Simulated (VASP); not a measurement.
Input of a VASP 6.6.1 run:

File INCAR:

```
SYSTEM = Sc3H2
  ALGO = Normal
  EDIFF = 1E-6
  ENCUT = 520
  GGA = PE
  ISIF = 2
  ISMEAR = 0
  LASPH = .TRUE.
  LCHARG = .TRUE.
  LELF = .TRUE.
  LREAL = .FALSE.
  LVHAR = .TRUE.
  LWAVE = .FALSE.
  NBANDS = 46
  NELM = 60
  PREC = Accurate
  SIGMA = 0.1
```

File KPOINTS:

```
k-points
0
G
  6 6 6
  0 0 0
```

POSCAR

```
Sc3H2
1.0
    2.8283388279      1.6329421836      5.1480014002
   -2.8283388279      1.6329421836      5.1480014002
    0.0000000000     -3.2658843674      5.1480014002
Sc H
6 4
Direct
    0.0562500000      0.4437500000      0.7500000000
    0.7500000000      0.0562500000      0.4437500000
    0.4437500000      0.7500000000      0.0562500000
    0.9437500000      0.5562500000      0.2500000000
    0.2500000000      0.9437500000      0.5562500000
    0.5562500000      0.2500000000      0.9437500000
    0.8521800000      0.8521800000      0.8521800000
    0.6478200000      0.6478200000      0.6478200000
    0.1478200000      0.1478200000      0.1478200000
    0.3521800000      0.3521800000      0.3521800000
```

Potentials or basis: VASP PAW PBE potentials, release 64 (Sc_sv, H).

The run is started by

```console
$ cat potpaw_PBE.64/Sc_sv/POTCAR potpaw_PBE.64/H/POTCAR > POTCAR
$ mpirun -np 1 vasp_std > vasp.out
```

Problem. Estimate the largest force.

Solution. 1.302 eV/Å.

Problem. Estimate the band gap on the k mesh.

Solution. Zero (band 35 reaches 4.96 eV, above the bottom of band 36 at 4.26 eV).

Problem. What does it give for the pressure?

Solution. 3.2 GPa.

Stress tensor (GPa, compression positive):
```
 5.17  0.00  0.00
 0.00  5.17  0.00
 0.00  0.00 -0.85
```

Caveat: forces of over 1 eV/Å act on the atoms, so gaps and moduli don't describe the material at rest.
